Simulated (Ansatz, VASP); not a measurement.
# Cu in VASP and in Ansatz

Contents of INCAR:

```
SYSTEM = Cu
PREC = Accurate
ENCUT = 520
EDIFF = 1E-7
ISMEAR = 0
SIGMA = 0.15
LREAL = .FALSE.
LASPH = .TRUE.
NELM = 100
ALGO = Normal
ISIF = 2
LWAVE = .FALSE.
LCHARG = .TRUE.
GGA = CA
LELF = .TRUE.
LVHAR = .TRUE.
NBANDS = 12
```

The input KPOINTS:

```
Automatic mesh
0
G
  22 22 22
  0 0 0
```

The input POSCAR:

```
Cu
1.0
   -1.3560500000      1.3560500000      1.3578500000
    1.3560500000     -1.3560500000      1.3578500000
    1.3560500000      1.3560500000     -1.3578500000
Cu
1
Direct
    0.0000000000      0.0000000000      0.0000000000
```

Input for Ansatz:

```yaml
crystal:
  lattice:
    - [-1.35605, 1.35605, 1.35785]
    - [1.35605, -1.35605, 1.35785]
    - [1.35605, 1.35605, -1.35785]
  atoms:
    - { symbol: Cu, position: [0.0, 0.0, 0.0] }
basis:
  ecutwfc: 520.0
kpoints:
  mp_grid: { grid: [22, 22, 22] }
hamiltonian:
  xc: lda
  pseudopotentials: { kind: paw, azcp: { folder: soft_1 } }
scf:
  occupations: { method: gaussian, width: 0.15 }
output:
  forces: true
  stress: true
  eigenvalues: true
```

Alike in both runs: task single point; functional LDA; k mesh 22 × 22 × 22; occupations gaussian, width 0.15 eV; no spin polarisation.

|  | VASP | Ansatz |
| --- | --- | --- |
| version | VASP 6.6.1 | Ansatz 0.2.0 |
| potentials or method | VASP PAW LDA potentials, release 64 (Cu), cutoff 520 eV | scalar-relativistic, plane waves, PAW |
| valence electrons in the cell | 11 | 19 |

|  | VASP | Ansatz | Ansatz less VASP |
| --- | --- | --- | --- |
| gap on the k mesh at the Fermi level (eV) | none | none | - |
| pressure (GPa) | 21.8 | 20.8 | -1.00 |

Ansatz warns that its potentials were made for another functional, while VASP's fit it. LDA's correlation is that of Perdew and Zunger in VASP and of Perdew and Wang (1992) in Ansatz. A gap of «none» marks a metal or a gap that the smearing closes. VASP's potentials hold 11 valence electrons a cell and Ansatz's 19, so a difference there can come from the potentials and not from the codes.
